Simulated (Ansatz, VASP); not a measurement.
One calculation of MgH2, two programs

INCAR

```
SYSTEM = MgH2
PREC = Accurate
ENCUT = 520
EDIFF = 1E-6
ISMEAR = 0
SIGMA = 0.1
LREAL = Auto
LASPH = .True.
NELM = 60
ALGO = Normal
ISIF = 2
LWAVE = .False.
LCHARG = .False.
GGA = PE
NBANDS = 34
```

Contents of KPOINTS:

```
Automatic mesh
0
Gamma
  2 2 2
  0 0 0
```

File POSCAR:

```
MgH2
1.0
    0.0000000000      8.3288284200      8.3288284200
    8.3288284200      0.0000000000      8.3288284200
    8.3288284200      8.3288284200      0.0000000000
Mg H
8 16
Direct
    0.8062530200      0.0645823300      0.0645823300
    0.1854176700      0.1854176700      0.1854176700
    0.1854176700      0.1854176700      0.4437469800
    0.1854176700      0.4437469800      0.1854176700
    0.0645823300      0.8062530200      0.0645823300
    0.0645823300      0.0645823300      0.0645823300
    0.0645823300      0.0645823300      0.8062530200
    0.4437469800      0.1854176700      0.1854176700
    0.9144063100      0.9144063100      0.0855936900
    0.9144063100      0.0855936900      0.0855936900
    0.9144063100      0.0855936900      0.9144063100
    0.6250000000      0.1250000000      0.1250000000
    0.1644063100      0.1644063100      0.3355936900
    0.1644063100      0.3355936900      0.1644063100
    0.1250000000      0.1250000000      0.1250000000
    0.3355936900      0.1644063100      0.1644063100
    0.1644063100      0.3355936900      0.3355936900
    0.1250000000      0.1250000000      0.6250000000
    0.3355936900      0.1644063100      0.3355936900
    0.1250000000      0.6250000000      0.1250000000
    0.3355936900      0.3355936900      0.1644063100
    0.0855936900      0.9144063100      0.0855936900
    0.0855936900      0.9144063100      0.9144063100
    0.0855936900      0.0855936900      0.9144063100
```

Input for Ansatz:

```yaml
crystal:
  lattice:
    - [0.0, 8.32882842, 8.32882842]
    - [8.32882842, 0.0, 8.32882842]
    - [8.32882842, 8.32882842, 0.0]
  atoms:
    - { symbol: Mg, position: [0.80625302, 0.06458233, 0.06458233] }
    - { symbol: Mg, position: [0.18541767, 0.18541767, 0.18541767] }
    - { symbol: Mg, position: [0.18541767, 0.18541767, 0.44374698] }
    - { symbol: Mg, position: [0.18541767, 0.44374698, 0.18541767] }
    - { symbol: Mg, position: [0.06458233, 0.80625302, 0.06458233] }
    - { symbol: Mg, position: [0.06458233, 0.06458233, 0.06458233] }
    - { symbol: Mg, position: [0.06458233, 0.06458233, 0.80625302] }
    - { symbol: Mg, position: [0.44374698, 0.18541767, 0.18541767] }
    - { symbol: H, position: [0.91440631, 0.91440631, 0.08559369] }
    - { symbol: H, position: [0.91440631, 0.08559369, 0.08559369] }
    - { symbol: H, position: [0.91440631, 0.08559369, 0.91440631] }
    - { symbol: H, position: [0.625, 0.125, 0.125] }
    - { symbol: H, position: [0.16440631, 0.16440631, 0.33559369] }
    - { symbol: H, position: [0.16440631, 0.33559369, 0.16440631] }
    - { symbol: H, position: [0.125, 0.125, 0.125] }
    - { symbol: H, position: [0.33559369, 0.16440631, 0.16440631] }
    - { symbol: H, position: [0.16440631, 0.33559369, 0.33559369] }
    - { symbol: H, position: [0.125, 0.125, 0.625] }
    - { symbol: H, position: [0.33559369, 0.16440631, 0.33559369] }
    - { symbol: H, position: [0.125, 0.625, 0.125] }
    - { symbol: H, position: [0.33559369, 0.33559369, 0.16440631] }
    - { symbol: H, position: [0.08559369, 0.91440631, 0.08559369] }
    - { symbol: H, position: [0.08559369, 0.91440631, 0.91440631] }
    - { symbol: H, position: [0.08559369, 0.08559369, 0.91440631] }
basis:
  ecutwfc: 420
kpoints:
  mp_grid: { grid: [2, 2, 2] }
hamiltonian:
  xc: pbe
scf:
  occupations: { method: gaussian, width: 0.1 }
  lower_state_search: "off"
output:
  forces: true
  stress: true
  eigenvalues: true
```

Alike in both runs: task single point; functional PBE; k mesh 2 × 2 × 2; occupations gaussian, width 0.1 eV; no spin polarisation.

|  | VASP | Ansatz |
| --- | --- | --- |
| version | VASP 6.6.1 | Ansatz 0.2.0 |
| potentials or method | VASP PAW PBE potentials, release 64 (Mg, H), cutoff 520 eV | scalar-relativistic, plane waves, PAW |
| valence electrons in the cell | 32 | 96 |

```csv
,VASP,Ansatz,Ansatz less VASP
gap on the k mesh at the Fermi level (eV),3.65,3.65,-0.001
least direct gap on the mesh (eV),3.65,3.65,-0.001
pressure (GPa),4.8,4.7,-0.02
rms of the force components (eV/Å),1.515,1.502,-0.0130
```

Atom by atom the forces differ by 0.014 eV/Å (rms over components). VASP's potentials hold 32 valence electrons a cell and Ansatz's 96, so a difference there can come from the potentials and not from the codes.
